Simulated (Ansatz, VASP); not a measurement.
One calculation of TaN, two programs

Contents of INCAR:

```
SYSTEM = TaN
ALGO = Normal
EDIFF = 1E-6
ENCUT = 520
GGA = PS
ISIF = 2
ISMEAR = 0
LASPH = .True.
LCHARG = .False.
LREAL = .False.
LWAVE = .False.
NBANDS = 15
NELM = 60
PREC = Accurate
SIGMA = 0.15
```

Contents of KPOINTS:

```
k-points
0
Gamma
  18 18 16
  0 0 0
```

Contents of POSCAR:

```
TaN
1.0
    3.0337000000      0.0000000000      0.0000000000
   -1.5168500000      2.6272612675      0.0000000000
    0.0000000000      0.0000000000      2.8349000000
Ta N
1 1
Direct
    0.3333333333      0.6666666667      0.5000000000
    0.0000000000      0.0000000000      0.0000000000
```

Input for Ansatz:

```yaml
crystal:
  lattice:
    - [3.0337, 0.0, 0.0]
    - [-1.51685, 2.6272612675, 0.0]
    - [0.0, 0.0, 2.8349]
  atoms:
    - { symbol: Ta, position: [0.3333333333, 0.6666666667, 0.5] }
    - { symbol: "N", position: [0.0, 0.0, 0.0] }
basis:
  ecutwfc: 520.0
kpoints:
  mp_grid: { grid: [18, 18, 16] }
hamiltonian:
  xc: pbesol
scf:
  occupations: { method: gaussian, width: 0.15 }
output:
  forces: true
  stress: true
  eigenvalues: true
```

Alike in both runs: task single point; functional PBEsol; k mesh 18 × 18 × 16; occupations gaussian, width 0.15 eV; no spin polarisation.

|  | VASP | Ansatz |
| --- | --- | --- |
| version | VASP 6.6.1 | Ansatz 0.2.0 |
| potentials or method | VASP PAW PBE potentials, release 64 (Ta_pv, N), cutoff 520 eV | scalar-relativistic, plane waves, PAW |
| valence electrons in the cell | 16 | 18 |

```csv
,VASP,Ansatz,Ansatz less VASP
gap on the k mesh at the Fermi level (eV),none,none,-
pressure (GPa),-17.2,-17.8,-0.61
"traceless stress, the component that is largest in VASP (GPa)",17.99,17.88,-0.108
```

VASP's potentials were made for PBE, not for PBEsol. A gap of «none» marks a metal or a gap that the smearing closes. VASP's potentials hold 16 valence electrons a cell and Ansatz's 18, so a difference there can come from the potentials and not from the codes.

Neither program's run includes spin-orbit coupling.
